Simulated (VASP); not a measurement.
Wanted: the native input for a VASP 6.6.1 run.

```
Task                   : single point
Functional             : PBE
Potentials or basis    : VASP PAW PBE potentials, release 64 (Hg, Te)
Cutoff                 : 520 eV
k mesh                 : 11 × 11 × 11
Occupations            : fermi-dirac, width 0.03 eV
Spin                   : no spin polarisation
Dipole correction      : no
Further INCAR settings : ALGO = Normal; EDIFF = 1e-06; NBANDS = 16
```

The structure of HgTe lies in POSCAR:

```
HgTe
1.0
    0.0000000000      3.2235000000      3.1912650000
    3.2235000000      0.0000000000      3.1912650000
    3.2235000000      3.2235000000      0.0000000000
Hg Te
1 1
Direct
    0.0000000000      0.0000000000      0.0000000000
    0.7500000000      0.7500000000      0.7500000000
```

This cell differs from its parent crystal: zz strain of -1 %.

One way to write it, as run:

INCAR

```
PREC = Accurate
ENCUT = 520
EDIFF = 1E-6
ISMEAR = -1
SIGMA = 0.03
LREAL = False
LASPH = True
NELM = 80
ALGO = Normal
ISIF = 2
LWAVE = False
LCHARG = False
GGA = PE
NBANDS = 16
```

KPOINTS

```
Automatic mesh
0
Gamma
  11 11 11
```

Potentials or basis: VASP PAW PBE potentials, release 64 (Hg, Te).

Command:

```bash
$ cat potpaw_PBE.64/Hg/POTCAR potpaw_PBE.64/Te/POTCAR > POTCAR
$ mpirun -np 1 vasp_std > vasp.out
```

It gave:

The pressure is 4.7 GPa. The band gap on the k mesh is 0.03 eV.

Caveat: the cell differs from its parent crystal (zz strain of -1 %); the cell stands under pressure; the smearing spreads over this small gap; spin-orbit coupling is left out, which moves the levels of the heavy elements.

It took 3.3 min on 1 thread of Intel Xeon 8259CL (shared host), peak memory 0.3 GiB.
